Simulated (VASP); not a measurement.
LiF, 2 atoms in the cell. Symmetry: Fm-3m, No. 225, cubic system. Conventional cell: a = 4.109 Å, b = 4.109 Å, c = 4.109 Å, α = 90.00°, β = 90.00°, γ = 90.00°. Li (site symmetry m-3m) has 6 F at 2.05 Å within 2.7 Å. F (site symmetry m-3m) has 6 Li at 2.05 Å within 2.7 Å.  This cell differs from its parent crystal: strain +3.0%.

| Property | Result |
| --- | --- |
| Program | VASP 6.6.1 |
| Task | single point |
| Functional | r2SCAN |
| Potentials or basis | VASP PAW PBE potentials, release 64 (Li_sv, F) |
| Cutoff | 520 eV |
| k mesh | 10 × 10 × 10 |
| Occupations | gaussian, width 0.01 eV |
| Spin | no spin polarisation |
| Dipole correction | no |
| Further INCAR settings | ALGO = Normal; EDIFF = 1e-06; NBANDS = 12 |

Potentials or basis: VASP PAW PBE potentials, release 64 (Li_sv, F).

Launch:

```bash
$ cat potpaw_PBE.64/Li_sv/POTCAR potpaw_PBE.64/F/POTCAR > POTCAR
$ cp INCAR.step1 INCAR
$ mpirun -np 1 vasp_std > vasp.out
$ cp INCAR.step2 INCAR
$ mpirun -np 1 vasp_std > vasp.out
```

Hardware: 1 thread of Intel(R) Xeon(R) 6975P-C (Granite Rapids) (shared host).

**Question.** How long does it take, and how much memory?

**Answer.** Run time: 14 s on 1 thread of Intel(R) Xeon(R) 6975P-C (Granite Rapids), with other jobs on the host, peak memory 0.13 GiB. Counts: k points 47.
